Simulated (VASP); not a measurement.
# C (P6_3/mmc) in VASP: notebook, part 2 of 2

VASP 6.6.1.

## (5) Single point, LDA

This run uses another cell than the first one, of 5.75 Å³/atom.

Contents of INCAR:

```
PREC = Accurate
ENCUT = 1300
EDIFF = 1E-6
ISMEAR = 0
SIGMA = 0.1
LREAL = F
LASPH = T
NELM = 120
ALGO = Normal
ISIF = 2
LWAVE = F
LCHARG = T
LELF = T
LVHAR = T
NBANDS = 16
GGA_COMPAT = F
```

Contents of KPOINTS:

```
Automatic mesh
0
Gamma
  9 9 4
```

Contents of POSCAR:

```
C
1.0
    2.5200000000      0.0000000000      0.0000000000
   -1.2600000000      2.1823840175      0.0000000000
    0.0000000000      0.0000000000      4.1800000000
C
4
Direct
    0.3333333333      0.6666666667      0.0000000000
    0.6666666667      0.3333333333      0.5000000000
    0.3333333333      0.6666666667      0.3740000000
    0.6666666667      0.3333333333      0.8740000000
```

Potentials or basis: VASP PAW LDA potentials, release 64 (C_h).

The run is started by

```bash
> cat potpaw_LDA.64/C_h/POTCAR > POTCAR
> mpirun -np 1 vasp_std > vasp.out
```

OUTCAR:

```text
PREC = Accurate
   ENCUT = 1300
   EDIFF = 1E-6
   ISMEAR = 0
   LREAL = F
   LASPH = T
   NELM = 120
   ISIF = 2

 ion  position               nearest neighbor table
   1  0.333  0.667  0.000-
   2  0.667  0.333  0.500-
   3  0.333  0.667  0.374-
   4  0.667  0.333  0.874-

  LATTYP: Found a hexagonal cell.
 ALAT       =     2.5200000000
 C/A-ratio  =     1.6587301587

  Lattice vectors:

 A1 = (   2.5200000000,   0.0000000000,   0.0000000000)
 A2 = (  -1.2600000000,   2.1823840175,   0.0000000000)
 A3 = (   0.0000000000,   0.0000000000,   4.1800000000)

Analysis of symmetry for initial positions (statically):
=====================================================================
 Subroutine PRICEL returns:
 Original cell was already a primitive cell.

 Routine SETGRP: Setting up the symmetry group for a
 hexagonal supercell.

 Subroutine GETGRP returns: Found 24 space group operations
 (whereof  6 operations were pure point group operations)
 out of a pool of 24 trial point group operations.

The static configuration has the point symmetry C_3v.
 The point group associated with its full space group is D_6h.

Analysis of symmetry for dynamics (positions and initial velocities):
=====================================================================
 Subroutine PRICEL returns:
 Original cell was already a primitive cell.

 Routine SETGRP: Setting up the symmetry group for a
 hexagonal supercell.

 Subroutine GETGRP returns: Found 24 space group operations
 (whereof  6 operations were pure point group operations)
 out of a pool of 24 trial point group operations.
[... 114 lines left out ...]
   POTIM  = 0.5000    time-step for ionic-motion
   TEBEG  =    0.0;   TEEND  =   0.0 temperature during run
   PSTRESS=    0.0 pullay stress
   NELECT =      16.0000    total number of electrons
   NUPDOWN=      -1.0000    fix difference up-down
   EMIN   =  10.00;   EMAX   =-10.00  energy-range for DOS
   EFERMI =   0.00;   METHOD = LEGACY
   ISMEAR =     0;   SIGMA  =   0.10  broadening in eV -4-tet -1-fermi 0-gaus
   EFERMI_NEDOS =   21; number of points for ismear=-14 and -15
   IALGO  =     38    algorithm
   IMIX   =      4    mixing-type and parameters
     AMIX     =   0.40;   BMIX     =  1.00
     AMIX_MAG =   1.60;   BMIX_MAG =  1.00
  volume/ion in A,a.u.               =       5.75        38.78
  Fermi-wavevector in a.u.,A,eV,Ry     =   1.450815  2.741644 28.638432  2.104865
  Thomas-Fermi vector in A             =   2.568384
   LORBIT       =      0    0 simple, 1 ext, 2 COOP (PROOUT), +10 PAW based schemes
   GGA     = CA    functional components
   LHFCALC =     F    Hartree Fock is set to
   AEXX    =    0.0000 exact exchange contribution
   IVDW    =     0    specifies the selected vdW correction
   LEPSILON=     F    determine dielectric tensor
   LRPA    =     F    only Hartree local field effects (RPA)
 non-spin polarized calculation
 Gauss-broadening in eV      SIGMA  =   0.10
  energy-cutoff  :     1300.00
  volume of cell :       22.99
 maximum number of plane-waves:      2472
 NGX is ok and might be reduce to    30
   NGX = 15   NGY = 15   NGZ = 25

 number of electron      16.0000000 magnetization

 Free energy of the ion-electron system (eV)
  ---------------------------------------------------
  ext. energy  EPLUGINS =         0.00000000
  ---------------------------------------------------
  free energy    TOTEN  =       -40.38891214 eV

  energy without entropy =      -40.38891214  energy(sigma->0) =      -40.38891214

 E-fermi :  11.4087     XC(G=0): -13.5787

 val. band max:       10.9621868395   @ k =   0.0000   0.0000   0.0000
 cond. band min:      14.0774168849   @ k =   0.3333   0.3333   0.0000
 fundamental gap:      3.1152300454
 Fermi energy:        11.4086922422

 k-point     1 :       0.0000    0.0000    0.0000
  band No.  band energies     occupation
      1     -10.5067      2.00000
      2      -4.8891      2.00000
      3      -2.6027      2.00000
      4       7.8817      2.00000
      5       7.8817      2.00000
      6      10.4323      2.00000
[... 433 lines left out ...]
      3       0.0052      2.00000
      4       0.0052      2.00000
      5       0.3338      2.00000
      6       3.1256      2.00000
[... 8 lines left out ...]
     15      26.0664      0.00000
     16      26.0664      0.00000

 [... further k-points ...]
[... 5 lines left out ...]
  --------------------------------------------------------------------------------------
  -------------------------------------------------------------------------------------
  Total       -2.6008162     -2.6008162     -1.9146005      0.0000000      0.0000000      0.0000000
  in kB     -181.2642892   -181.2642892   -133.4383771      0.0000000      0.0000000      0.0000000
  external PRESSURE =    -165.3223185 kB  Pullay stress =       0.0000000 kB

 VOLUME and BASIS-vectors are now :
 -----------------------------------------------------------------------------
  energy-cutoff  :     1300.00
  volume of cell :       22.99
      direct lattice vectors                 reciprocal lattice vectors
     2.520000000  0.000000000  0.000000000     0.396825397  0.229107250  0.000000000
    -1.260000000  2.182384017  0.000000000     0.000000000  0.458214499  0.000000000
     0.000000000  0.000000000  4.180000000     0.000000000  0.000000000  0.239234450

 POSITION                                       TOTAL-FORCE (eV/Angst)
 -----------------------------------------------------------------------------------
     -0.00000      1.45492      0.00000        -0.000000      0.000000     -0.096519
      1.26000      0.72746      2.09000         0.000000     -0.000000     -0.096519
     -0.00000      1.45492      1.56332        -0.000000     -0.000000      0.096519
      1.26000      0.72746      3.65332         0.000000     -0.000000      0.096519
 -----------------------------------------------------------------------------------
    total drift:                               -0.000000      0.000000      0.000001

  FREE ENERGIE OF THE ION-ELECTRON SYSTEM (eV)
  ---------------------------------------------------
  free  energy   TOTEN  =       -40.3889121418 eV

  energy  without entropy=      -40.3889121418  energy(sigma->0) =      -40.38891214
```

stdout:

```text
POSCAR found type information on POSCAR C
 POSCAR found :  1 types and       4 ions
 scaLAPACK will be used
 LDA part: xc-table for (Slater(with rela. corr.)+CA(PZ))
 , standard interpolation
 POSCAR, INCAR and KPOINTS ok, starting setup
 FFT: planning ... GRIDC
 FFT: planning ... GRID_SOFT
 FFT: planning ... GRID
 WAVECAR not read
 entering main loop
```

Wall time 15 s (1 thread of Intel Xeon 6975P-C (Granite Rapids), shared host); peak memory 0.17 GiB.

What came out:

```
Free energy            : -40.3889 eV
Pressure               : -16.5 GPa
Largest force          : 0.097 eV/Å
Band gap on the k mesh : 3.12 eV (least direct gap 4.83 eV)
```

Forces in eV/Å, atoms in the order of the input:
```
C    0.000  0.000 -0.097
C    0.000  0.000 -0.097
C    0.000  0.000  0.097
C    0.000  0.000  0.097
```

Stress tensor (GPa, compression positive):
```
-18.13   0.00   0.00
  0.00 -18.13   0.00
  0.00   0.00 -13.34
```

Caveat: the cell stands under tension.

## (6) The runs side by side

| cell | k mesh | smearing | gap on the mesh (eV) | pressure (GPa) |
| --- | --- | --- | --- | --- |
| a = 2.483, b = 2.483, c = 4.136 Å, angles 90.0, 90.0, 120.0°, 4 atoms, atomic positions A | 9 × 9 × 6 | gaussian 0.01 eV | 3.01 | 1.0 |
| a = 2.484, b = 2.484, c = 4.136 Å, angles 90.0, 90.0, 120.0°, 4 atoms, atomic positions A | 9 × 9 × 6 | gaussian 0.1 eV | 3.01 | 0.8 |
| a = 2.483, b = 2.483, c = 4.136 Å, angles 90.0, 90.0, 120.0°, 4 atoms, atomic positions A | 9 × 9 × 6 | gaussian 0.02 eV | 3.01 | 1.0 |
| a = 2.520, b = 2.520, c = 4.180 Å, angles 90.0, 90.0, 120.0°, 4 atoms, atomic positions B | 9 × 9 × 4 | gaussian 0.1 eV | 3.12 | -16.5 |

Alike in all rows: task single point; level LDA; potentials or basis VASP PAW LDA potentials, release 64 (C_h); no spin polarisation; cutoff (eV) 1300.

Caveats: the cell stands under tension (at least some runs).

Absolute energies hang on the potentials; compare differences alone.
